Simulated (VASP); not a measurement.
# MgO (F-43m) in VASP: notebook

The runs below take MgO through single point, relaxation of cell and atoms, with r2SCAN, PBEsol, LDA.

Everything below comes from runs of VASP 6.6.1. Logs are shortened: lines on timing, memory, paths and dates and some standing lists are left out, and cuts for length are marked.

### 1 The cell of the first run

Symmetry: F-43m, No. 216, cubic system. The conventional cell has a = 4.564 Å, b = 4.564 Å, c = 4.564 Å, α = 90.00°, β = 90.00°, γ = 90.00°. Mg (site symmetry -43m) has 4 O at 1.98 Å within 2.6 Å. Within 2.6 Å of O (site symmetry -43m) lie 4 Mg at 1.98 Å.

### 2 Single point, r2SCAN

The input, POSCAR:

```
MgO
1.0
    0.0000000000      2.2820056617      2.2820056617
    2.2820056617      0.0000000000      2.2820056617
    2.2820056617      2.2820056617      0.0000000000
Mg O
1 1
Direct
    0.0000000000      0.0000000000      0.0000000000
    0.2500000000      0.2500000000      0.2500000000
```

The input, INCAR.step1:

```
SYSTEM = MgO
PREC     = Accurate       ! precision mode
ENCUT    = 520            ! plane-wave cutoff, eV
ISMEAR   = 0              ! smearing method
SIGMA    = 0.01           ! smearing width, eV
LREAL    = .False.        ! projectors in reciprocal space
LASPH    = .True.         ! aspherical terms in the spheres
NELM     = 60             ! most SCF steps
NBANDS   = 11             ! bands
GGA      = PE             ! functional
ALGO     = Normal         ! electronic algorithm
EDIFF    = 1E-4           ! SCF threshold, eV
LWAVE    = .True.         ! write WAVECAR
LCHARG   = .False.        ! write CHGCAR
```

The input, INCAR.step2:

```
SYSTEM = MgO
PREC     = Accurate       ! precision mode
ENCUT    = 520            ! plane-wave cutoff, eV
EDIFF    = 1E-7           ! SCF threshold, eV
ISMEAR   = 0              ! smearing method
SIGMA    = 0.01           ! smearing width, eV
LREAL    = .False.        ! projectors in reciprocal space
LASPH    = .True.         ! aspherical terms in the spheres
NELM     = 60             ! most SCF steps
ALGO     = Normal         ! electronic algorithm
ISIF     = 2              ! what is computed and relaxed
LWAVE    = .False.        ! write WAVECAR
LCHARG   = .True.         ! write CHGCAR
METAGGA  = R2SCAN         ! meta-GGA
LMIXTAU  = .True.       
LELF     = .True.         ! ELF
LVHAR    = .True.       
NBANDS   = 11             ! bands
ISTART   = 1
```

The input, KPOINTS:

```
regular mesh
0
Gamma
  10 10 10
  0 0 0
```

Potentials or basis: VASP PAW PBE potentials, release 64 (Mg, O).

Started as:

```sh
> cat potpaw_PBE.64/Mg/POTCAR potpaw_PBE.64/O/POTCAR > POTCAR
> cp INCAR.step1 INCAR
> mpirun -np 1 vasp_std > vasp.out
> cp INCAR.step2 INCAR
> mpirun -np 1 vasp_std > vasp.out
```

OUTCAR:

```text
SYSTEM = MgO
   PREC = Accurate
   ENCUT = 520
   EDIFF = 1E-7
   ISMEAR = 0
   LREAL = .False.
   LASPH = .True.
   NELM = 60
   ISIF = 2
   METAGGA = R2SCAN
   ISTART = 1

 ion  position               nearest neighbor table
   1  0.000  0.000  0.000-   2 1.98   2 1.98   2 1.98   2 1.98
   2  0.250  0.250  0.250-   1 1.98   1 1.98   1 1.98   1 1.98

  LATTYP: Found a face centered cubic cell.
 ALAT       =     4.5640113234

  Lattice vectors:

 A1 = (   0.0000000000,   2.2820056617,   2.2820056617)
 A2 = (   2.2820056617,   0.0000000000,   2.2820056617)
 A3 = (   2.2820056617,   2.2820056617,   0.0000000000)

Analysis of symmetry for initial positions (statically):
=====================================================================
 Subroutine PRICEL returns:
 Original cell was already a primitive cell.

 Routine SETGRP: Setting up the symmetry group for a
 face centered cubic supercell.

 Subroutine GETGRP returns: Found 24 space group operations
 (whereof 24 operations were pure point group operations)
 out of a pool of 48 trial point group operations.

The static configuration has the point symmetry T_d .

Analysis of symmetry for dynamics (positions and initial velocities):
=====================================================================
 Subroutine PRICEL returns:
 Original cell was already a primitive cell.

 Routine SETGRP: Setting up the symmetry group for a
 face centered cubic supercell.

 Subroutine GETGRP returns: Found 24 space group operations
 (whereof 24 operations were pure point group operations)
 out of a pool of 48 trial point group operations.

The dynamic configuration has the point symmetry T_d .

 Subroutine INISYM returns: Found 24 space group operations
 (whereof 24 operations are pure point group operations),
 and found     1 'primitive' translations

----------------------------------------------------------------------------------------

                                     Primitive cell

  volume of cell :      23.7673

  direct lattice vectors                    reciprocal lattice vectors
     0.000000000  2.282005662  2.282005662    -0.219105504  0.219105504  0.219105504
     2.282005662  0.000000000  2.282005662     0.219105504 -0.219105504  0.219105504
     2.282005662  2.282005662  0.000000000     0.219105504  0.219105504 -0.219105504

  length of vectors
     3.227243356  3.227243356  3.227243356     0.379501865  0.379501865  0.379501865

  position of ions in fractional coordinates (direct lattice)
     0.000000000  0.000000000  0.000000000
     0.250000000  0.250000000  0.250000000
[... 81 lines left out ...]
   IBRION =     -1    ionic relax: 0-MD 1-quasi-New 2-CG
   NFREE  =      0    steps in history (QN), initial steepest desc. (CG)
   ISIF   =      2    stress and relaxation
   ISYM   =      2    0-nonsym 1-usesym 2-fastsym
   POTIM  = 0.5000    time-step for ionic-motion
   TEBEG  =    0.0;   TEEND  =   0.0 temperature during run
   PSTRESS=    0.0 pullay stress
   NELECT =       8.0000    total number of electrons
   NUPDOWN=      -1.0000    fix difference up-down
   EMIN   =  10.00;   EMAX   =-10.00  energy-range for DOS
   EFERMI =   0.00;   METHOD = LEGACY
   ISMEAR =     0;   SIGMA  =   0.01  broadening in eV -4-tet -1-fermi 0-gaus
   EFERMI_NEDOS =   21; number of points for ismear=-14 and -15
   IALGO  =     38    algorithm
   IMIX   =      4    mixing-type and parameters
     AMIX     =   0.40;   BMIX     =  1.00
     AMIX_MAG =   1.60;   BMIX_MAG =  1.00
  volume/ion in A,a.u.               =      11.88        80.19
  Fermi-wavevector in a.u.,A,eV,Ry     =   1.138793  2.152007 17.644708  1.296849
  Thomas-Fermi vector in A             =   2.275497
   LORBIT       =      0    0 simple, 1 ext, 2 COOP (PROOUT), +10 PAW based schemes
   METAGGA = R2SCAN    functional components
   LHFCALC =     F    Hartree Fock is set to
   AEXX    =    0.0000 exact exchange contribution
   IVDW    =     0    specifies the selected vdW correction
   LEPSILON=     F    determine dielectric tensor
   LRPA    =     F    only Hartree local field effects (RPA)
 non-spin polarized calculation
 Gauss-broadening in eV      SIGMA  =   0.01
  energy-cutoff  :      520.00
  volume of cell :       23.77
 maximum number of plane-waves:       656
   NGX = 13   NGY = 13   NGZ = 13

 number of electron       8.0000007 magnetization

 Free energy of the ion-electron system (eV)
  ---------------------------------------------------
  ext. energy  EPLUGINS =         0.00000000
  ---------------------------------------------------
  free energy    TOTEN  =       -15.85387799 eV

  energy without entropy =      -15.85387799  energy(sigma->0) =      -15.85387799

 E-fermi :   0.4875     XC(G=0): -10.1656

 val. band max:        0.3606649302   @ k =   0.0000   0.0000   0.0000
 cond. band min:       4.6823551455   @ k =   0.0000   0.0000   0.0000
 fundamental gap:      4.3216902153
 Fermi energy:         0.4875118483

 k-point     1 :       0.0000    0.0000    0.0000
  band No.  band energies     occupation
      1     -16.4719      2.00000
      2       0.3607      2.00000
      3       0.3607      2.00000
      4       0.3607      2.00000
      5       4.6824      0.00000
      6      18.2778      0.00000
      7      18.2778      0.00000
      8      18.2779      0.00000
      9      21.7560      0.00000
     10      21.7560      0.00000
     11      21.8766      0.00000
[... 309 lines left out ...]
 k-point    24 :       0.4000    0.3000    0.0000
  band No.  band energies     occupation
      1     -15.8035      2.00000
      2      -1.8885      2.00000
      3      -0.3356      2.00000
      4      -0.2140      2.00000
      5       7.9209      0.00000
      6      12.9164      0.00000
      7      15.3444      0.00000
      8      17.8048      0.00000
      9      18.2385      0.00000
     10      24.7782      0.00000
     11      25.1994      0.00000

 [... further k-points ...]
[... 5 lines left out ...]
  --------------------------------------------------------------------------------------
  -------------------------------------------------------------------------------------
  Total       -0.0821926     -0.0821926     -0.0821926      0.0000000      0.0000000      0.0000000
  in kB       -5.5406804     -5.5406804     -5.5406804      0.0000000      0.0000000      0.0000000
  external PRESSURE =      -5.5406804 kB  Pullay stress =       0.0000000 kB

 VOLUME and BASIS-vectors are now :
 -----------------------------------------------------------------------------
  energy-cutoff  :      520.00
  volume of cell :       23.77
      direct lattice vectors                 reciprocal lattice vectors
     0.000000000  2.282005662  2.282005662    -0.219105504  0.219105504  0.219105504
     2.282005662  0.000000000  2.282005662     0.219105504 -0.219105504  0.219105504
     2.282005662  2.282005662  0.000000000     0.219105504  0.219105504 -0.219105504

 POSITION                                       TOTAL-FORCE (eV/Angst)
 -----------------------------------------------------------------------------------
      0.00000      0.00000      0.00000         0.000000      0.000000      0.000000
      1.14100      1.14100      1.14100        -0.000000     -0.000000     -0.000000
 -----------------------------------------------------------------------------------
    total drift:                                0.000003      0.000003      0.000003

  FREE ENERGIE OF THE ION-ELECTRON SYSTEM (eV)
  ---------------------------------------------------
  free  energy   TOTEN  =       -15.8538779943 eV

  energy  without entropy=      -15.8538779943  energy(sigma->0) =      -15.85387799
```

OUTCAR.step1:

```text
SYSTEM = MgO
   PREC = Accurate
   ENCUT = 520
   ISMEAR = 0
   LREAL = .False.
   LASPH = .True.
[... 557 lines left out ...]
      0.00000      0.00000      0.00000        -0.000000     -0.000000     -0.000000
      1.14100      1.14100      1.14100         0.000000      0.000000      0.000000
 -----------------------------------------------------------------------------------
    total drift:                               -0.000001     -0.000001     -0.000001

  FREE ENERGIE OF THE ION-ELECTRON SYSTEM (eV)
  ---------------------------------------------------
  free  energy   TOTEN  =       -11.6933158466 eV

  energy  without entropy=      -11.6933158466  energy(sigma->0) =      -11.69331585
```

Run time: 27 s. Hardware: 1 thread of Intel Xeon Platinum 8375C at 2.90GHz (Ice Lake), shared host; peak memory 0.15 GiB.

What came out:

```yaml
Free_energy: -15.8539 eV
Pressure: -0.6 GPa
Band_gap_on_the_k_mesh: 4.32 eV, direct
```

Levels at points of the mesh, in eV from the valence-band top:
| k point | band 1 | band 2 | band 3 | band 4 | band 5 | band 6 | band 7 | band 8 |
| --- | --- | --- | --- | --- | --- | --- | --- | --- |
| (0.00, 0.00, 0.00) | -16.83 | 0.00 | 0.00 | 0.00 | 4.32 | 17.92 | 17.92 | 17.92 |
| (0.50, 0.00, 0.00) | -16.19 | -3.02 | -0.18 | -0.18 | 9.63 | 10.54 | 15.54 | 15.54 |
| (0.50, 0.50, 0.00) | -15.99 | -2.50 | -0.75 | -0.75 | 6.94 | 12.48 | 15.32 | 17.81 |

Caveat: the PAW data sets were made with another functional, which shifts forces and pressure a little.

### 3 Relaxation of cell and atoms, PBEsol

This run uses another cell than the first one, of 12.26 Å³/atom, 1.032 times its volume.

The input, INCAR:

```
PREC     = Accurate       # precision mode
ENCUT    = 600            # plane-wave cutoff, eV
EDIFF    = 1E-6           # SCF threshold, eV
ISMEAR   = -1             # smearing method
SIGMA    = 0.02           # smearing width, eV
LREAL    = False          # projectors in reciprocal space
LASPH    = True           # aspherical terms in the spheres
NELM     = 60             # most SCF steps
ALGO     = Normal         # electronic algorithm
ISIF     = 3              # what is computed and relaxed
LWAVE    = False          # write WAVECAR
LCHARG   = False          # write CHGCAR
GGA      = PS             # functional
IBRION   = 2              # ionic algorithm
NSW      = 80             # ionic steps
EDIFFG   = -0.005         # ionic threshold
```

The input, KPOINTS:

```
regular mesh
0
Gamma
  8 8 8
```

The input, POSCAR:

```
MgO
1.0
    0.0000000000      2.3060412418      2.3060412418
    2.3060412418      0.0000000000      2.3060412418
    2.3060412418      2.3060412418      0.0000000000
Mg O
1 1
Direct
    0.0000000000      0.0000000000      0.0000000000
    0.2500000000      0.2500000000      0.2500000000
```

Potentials or basis: VASP PAW PBE potentials, release 64 (Mg, O).

Started as:

```sh
> cat potpaw_PBE.64/Mg/POTCAR potpaw_PBE.64/O/POTCAR > POTCAR
> mpirun -np 1 vasp_std > vasp.out
```

It took 14 s on 1 thread of Intel Xeon Platinum 8375C at 2.90GHz (Ice Lake), shared host; peak memory 0.16 GiB.

The run converged. Its results:

```
Free energy                            : -12.2088 eV
Relaxed volume                         : 11.93 Å³/atom
Relaxed cell                           : a = 3.231 Å, b = 3.231 Å, c = 3.231 Å, α = 60.00°, β = 60.00°, γ = 60.00°
Space group after relaxing (to 0.05 Å) : F-43m (No. 216)
Energy gained by relaxing              : 3.5 meV/atom
Ionic steps                            : 3
Pressure after relaxing                : 0.0 GPa
Band gap on the k mesh                 : 3.51 eV, direct
```

Step by step:
| step | energy change (eV) | largest force (eV/Å) | pressure (GPa) | volume (Å³) |
| --- | --- | --- | --- | --- |
| 1 | 0.0000 | 0.0000 | -3.21 | 24.53 |
| 2 | -0.0063 | 0.0000 | 0.99 | 23.66 |
| 3 | -0.0069 | 0.0000 | 0.00 | 23.85 |

Final structure:
```
CELL_PARAMETERS angstrom
0.00000 2.28472 2.28472
2.28472 0.00000 2.28472
2.28472 2.28472 0.00000
ATOMIC_POSITIONS crystal
Mg 0.00000 0.00000 0.00000
O 0.25000 0.25000 0.25000
```

Levels at points of the mesh, in eV from the valence-band top:
```tsv
k point	band 1	band 2	band 3	band 4	band 5	band 6	band 7	band 8
(0.00, 0.00, 0.00)	-15.81	0.00	0.00	0.00	3.51	16.67	16.67	16.67
(0.50, 0.00, 0.00)	-15.13	-3.08	-0.18	-0.18	8.64	9.55	14.47	14.47
(0.50, 0.50, 0.00)	-14.93	-2.54	-0.75	-0.75	6.10	11.37	14.02	16.52
```

Caveat: the PAW data sets were made with another functional, which shifts forces and pressure a little.

### 4 Relaxation of cell and atoms, LDA

This run uses another cell than the first one, of 12.26 Å³/atom, 1.032 times its volume.

The input, INCAR:

```
SYSTEM = MgO
PREC = Accurate ; ENCUT = 600
EDIFF = 1E-7 ; ISMEAR = -1
SIGMA = 0.02 ; LREAL = .FALSE.
LASPH = .TRUE. ; NELM = 60
ALGO = Normal ; ISIF = 3
LWAVE = .FALSE. ; LCHARG = .FALSE.
GGA = CA ; IBRION = 2
NSW = 80 ; EDIFFG = -0.005
```

The input, KPOINTS:

```
Automatic mesh
0
G
  8 8 8
  0 0 0
```

POSCAR is that of step 3.

Potentials or basis: VASP PAW LDA potentials, release 64 (Mg, O).

Started as:

```sh
> cat potpaw_LDA.64/Mg/POTCAR potpaw_LDA.64/O/POTCAR > POTCAR
> mpirun -np 1 vasp_std > vasp.out
```

OUTCAR:

```text
SYSTEM = MgO
   PREC = Accurate
   ENCUT = 600
   EDIFF = 1E-7
   ISMEAR = -1
   LREAL = .FALSE.
   LASPH = .TRUE.
   NELM = 60
   ISIF = 3
   GGA = CA
   IBRION = 2
   NSW = 80
   EDIFFG = -0.005

 ion  position               nearest neighbor table
   1  0.000  0.000  0.000-   2 2.00   2 2.00   2 2.00   2 2.00
   2  0.250  0.250  0.250-   1 2.00   1 2.00   1 2.00   1 2.00

  LATTYP: Found a face centered cubic cell.
 ALAT       =     4.6120824836

  Lattice vectors:

 A1 = (   0.0000000000,   2.3060412418,   2.3060412418)
 A2 = (   2.3060412418,   0.0000000000,   2.3060412418)
 A3 = (   2.3060412418,   2.3060412418,   0.0000000000)

Analysis of symmetry for initial positions (statically):
=====================================================================
 Subroutine PRICEL returns:
[... 250 lines left out ...]
  free energy    TOTEN  =       -13.07118198 eV

  energy without entropy =      -13.07118198  energy(sigma->0) =      -13.07118198

 E-fermi :   1.1525     XC(G=0): -10.4182

 val. band max:        0.6552203197   @ k =   0.0000   0.0000   0.0000
 cond. band min:       4.4345225338   @ k =   0.0000   0.0000   0.0000
 fundamental gap:      3.7793022141
 Fermi energy:         1.1525069231

 k-point     1 :       0.0000    0.0000    0.0000
  band No.  band energies     occupation
      1     -15.0647      2.00000
      2       0.6552      2.00000
      3       0.6552      2.00000
      4       0.6552      2.00000
      5       4.4345      0.00000
      6      17.6017      0.00000
      7      17.6017      0.00000
      8      17.6017      0.00000
[... 243 lines left out ...]
 k-point    24 :      -0.3750    0.2500    0.1250
  band No.  band energies     occupation
      1     -14.1782      2.00000
      2      -2.0522      2.00000
      3      -0.4000      2.00000
      4       0.2164      2.00000
      5       9.2305      0.00000
      6      11.0661      0.00000
      7      14.2985      0.00000
      8      15.8799      0.00000

 [... further k-points ...]
[... 5 lines left out ...]
  --------------------------------------------------------------------------------------
  -------------------------------------------------------------------------------------
  Total        0.0028622      0.0028622      0.0028622     -0.0000000      0.0000000     -0.0000000
  in kB        0.2006641      0.2006641      0.2006641     -0.0000000      0.0000000     -0.0000000
  external PRESSURE =       0.2006641 kB  Pullay stress =       0.0000000 kB
[... 17 lines left out ...]
  FREE ENERGIE OF THE ION-ELECTRON SYSTEM (eV)
  ---------------------------------------------------
  free  energy   TOTEN  =       -13.0711819756 eV

  energy  without entropy=      -13.0711819756  energy(sigma->0) =      -13.07118198

 reached required accuracy - stopping structural energy minimisation
```

CONTCAR:

```text
MgO
   1.00000000000000
    -0.0000000000000000    2.2523457083702145    2.2523457083702145
     2.2523457083702145   -0.0000000000000000    2.2523457083702145
     2.2523457083702145    2.2523457083702145    0.0000000000000000
  Mg              O
     1     1
Direct
     0.0000000000000000    0.0000000000000000    0.0000000000000000
     0.2500000000000000    0.2500000000000000    0.2500000000000000

  0.00000000E+00  0.00000000E+00  0.00000000E+00
  0.00000000E+00  0.00000000E+00  0.00000000E+00
```

Run time: 12 s. Hardware: 1 thread of Intel Xeon Platinum 8375C at 2.90GHz (Ice Lake), shared host; peak memory 0.15 GiB.

Results:

| Quantity | Value |
| --- | --- |
| Free energy | -13.0712 eV |
| Relaxed volume | 11.43 Å³/atom |
| Relaxed cell | a = 3.185 Å, b = 3.185 Å, c = 3.185 Å, α = 60.00°, β = 60.00°, γ = 60.00° |
| Space group after relaxing (to 0.05 Å) | F-43m (No. 216) |
| Energy gained by relaxing | 23.2 meV/atom |
| Ionic steps | 3 |
| Pressure after relaxing | 0.0 GPa |
| Band gap on the k mesh | 3.78 eV, direct |

The path:
```
step  energy change (eV)  largest force (eV/Å)  pressure (GPa)  volume (Å³)
   1              0.0000                0.0000           -8.37        24.53
   2             -0.0409                0.0000            3.41        22.32
   3             -0.0464                0.0000            0.02        22.85
```

Final structure:
```
CELL_PARAMETERS angstrom
0.00000 2.25235 2.25235
2.25235 0.00000 2.25235
2.25235 2.25235 0.00000
ATOMIC_POSITIONS crystal
Mg 0.00000 0.00000 0.00000
O 0.25000 0.25000 0.25000
```

Levels at points of the mesh, in eV from the valence-band top:
```tsv
k point	band 2	band 3	band 4	band 5	band 6	band 7
(0.00, 0.00, 0.00)	0.00	0.00	0.00	3.78	16.95	16.95
(0.50, 0.00, 0.00)	-3.21	-0.19	-0.19	8.89	9.84	14.66
(0.50, 0.50, 0.00)	-2.65	-0.77	-0.77	6.17	11.54	14.41
```

A hybrid or GW would open this gap; LDA tends to underestimate it.

### 5 The runs side by side

| task | level | potentials or basis | cell | k mesh | cutoff (eV) | smearing | gap on the mesh (eV) | pressure (GPa) | relaxed volume (Å³/atom) |
| --- | --- | --- | --- | --- | --- | --- | --- | --- | --- |
| single point | r2SCAN | VASP PAW PBE potentials, release 64 (Mg, O) | a = 3.227 Å, angles 60.0°, 2 atoms | 10 × 10 × 10 | 520 | gaussian 0.01 eV | 4.32 | -0.6 | - |
| relaxation of cell and atoms | PBEsol | VASP PAW PBE potentials, release 64 (Mg, O) | relaxed from a = 3.261 Å, angles 60.0°, 2 atoms | 8 × 8 × 8 | 600 | fermi-dirac 0.02 eV | 3.51 | 0.0 | 11.93 |
| relaxation of cell and atoms | LDA | VASP PAW LDA potentials, release 64 (Mg, O) | relaxed from a = 3.261 Å, angles 60.0°, 2 atoms | 8 × 8 × 8 | 600 | fermi-dirac 0.02 eV | 3.78 | 0.0 | 11.43 |

Alike in all rows: no spin polarisation.

Caveats: the PAW data sets were made with another functional, which shifts forces and pressure a little (some runs).

Absolute energies hang on the potentials; compare differences alone.
